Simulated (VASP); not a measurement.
Here is a VASP 6.6.1 calculation.

Contents of INCAR:

```
PREC = Accurate
ENCUT = 520
EDIFF = 1E-6
ISMEAR = 0
SIGMA = 0.1
LREAL = F
LASPH = T
NELM = 60
ALGO = Normal
ISIF = 2
LWAVE = F
LCHARG = F
GGA = PE
NBANDS = 17
```

Contents of KPOINTS:

```
regular mesh
0
Gamma
  14 14 14
```

The input POSCAR:

```
Mg2SiN2
1.0
   -1.8820000880      1.8820000880      4.8062729833
    1.8820000880     -1.8820000880      4.8062729833
    1.8820000880      1.8820000880     -4.8062729833
Mg Si N
2 1 2
Direct
    0.7500000000      0.2500000000      0.5000000000
    0.2500000000      0.7500000000      0.5000000000
    0.5000000000      0.5000000000      0.0000000000
    0.1580527008      0.1580527008      0.0000000000
    0.8419472992      0.8419472992      0.0000000000
```

Potentials or basis: VASP PAW PBE potentials, release 64 (Mg, Si, N).

The run is started by

```console
$ cat potpaw_PBE.64/Mg/POTCAR potpaw_PBE.64/Si/POTCAR potpaw_PBE.64/N/POTCAR > POTCAR
$ mpirun -np 1 vasp_std > vasp.out
```

(1) What does it give for the pressure?

(2) Predict the band gap on the k mesh.

Results:

(1) -0.1 GPa.

(2) 0.01 eV (least direct gap 0.02 eV).

Caveat: the smearing spreads over this small gap; semilocal functionals underestimate gaps, and a narrow one can read as zero.
